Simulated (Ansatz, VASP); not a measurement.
One calculation of ZnSe, two programs

```
CELL_PARAMETERS angstrom
0.00000 2.79550 2.79550
2.79550 0.00000 2.79550
2.79550 2.79550 0.00000
ATOMIC_POSITIONS crystal
Zn 0.00000 0.00000 0.00000
Se 0.75000 0.75000 0.75000
```

Change from the starting cell: volume scaled by 0.96, PAW files.

Alike in both runs: task electric field gradients; functional LDA; k mesh 8 × 8 × 8; occupations fermi-dirac, width 0.03 eV; no spin polarisation.

|  | VASP | Ansatz |
| --- | --- | --- |
| version | VASP 6.6.1 | Ansatz 0.2.0 |
| potentials or method | VASP PAW LDA potentials, release 64 (Zn, Se) | PAW with Ansatz's default frozen-core files, scalar-relativistic |
| plane-wave cutoff (eV) | 520 | 420 |
| valence electrons in the cell | 18 | 28 |

|  | VASP | Ansatz | Ansatz less VASP |
| --- | --- | --- | --- |
| gap on the k mesh at the Fermi level (eV) | 1.24 | 1.20 | -0.039 |
| pressure (GPa) | -0.5 | -0.9 | -0.36 |

LDA's correlation is that of Perdew and Zunger in VASP and of Perdew and Wang (1992) in Ansatz. VASP's potentials hold 18 valence electrons a cell and Ansatz's 28, so a difference there can come from the potentials and not from the codes.
